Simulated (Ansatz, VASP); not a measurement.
**One calculation of H, two programs**

```
H
1.0
     7.34342    0.00000    0.00000
     0.00000    7.34342    0.00000
     0.00000    0.00000    7.34342
H
24
Cartesian
  2.4530 4.0174 2.5937
  1.7606 3.7255 2.5882
  4.2685 1.7150 3.8184
  4.3481 1.7521 3.0723
  2.2185 0.8802 5.6326
  2.2341 0.7375 4.8949
  6.5946 3.9809 4.5333
  6.9434 4.4746 4.9737
  6.1870 6.0698 0.5804
  6.0307 5.7977 -0.1026
  3.1239 3.7723 5.6315
  3.1510 3.0801 5.3445
  1.4788 4.6721 7.3157
  1.3509 5.0378 6.6731
  1.3060 5.8225 3.7906
  0.7657 6.3388 3.8664
  7.0932 0.9190 3.7195
  6.9143 1.2114 4.3873
  4.2321 5.2525 3.9671
  4.6212 5.4898 3.3697
  6.4111 1.0389 1.3462
  6.9197 1.4479 1.7194
  6.9444 2.1884 6.7965
  6.5285 2.0606 6.1844
```

Alike in both runs: functional PBE; dispersion D3(BJ); k mesh 1 × 1 × 1; occupations fermi-dirac, width 0.02 eV; no spin polarisation.

Ansatz relaxed the structure, and its values are those at the end. VASP's run is a single point on that final structure, the one shown.

|  | VASP | Ansatz |
| --- | --- | --- |
| version | VASP 6.6.1 | Ansatz 0.2.0 |
| potentials or method | VASP PAW PBE potentials, release 64 (H), cutoff 400 eV | scalar-relativistic, plane waves, PAW |
| valence electrons in the cell | 24 | 24 |

```tsv
	VASP	Ansatz	Ansatz less VASP
gap on the k mesh at the Fermi level (eV)	8.80	8.81	+0.008
rms of the force components (eV/Å)	0.024	0.028	+0.0038
```

Ansatz's warnings: xc potential rough in thin density.
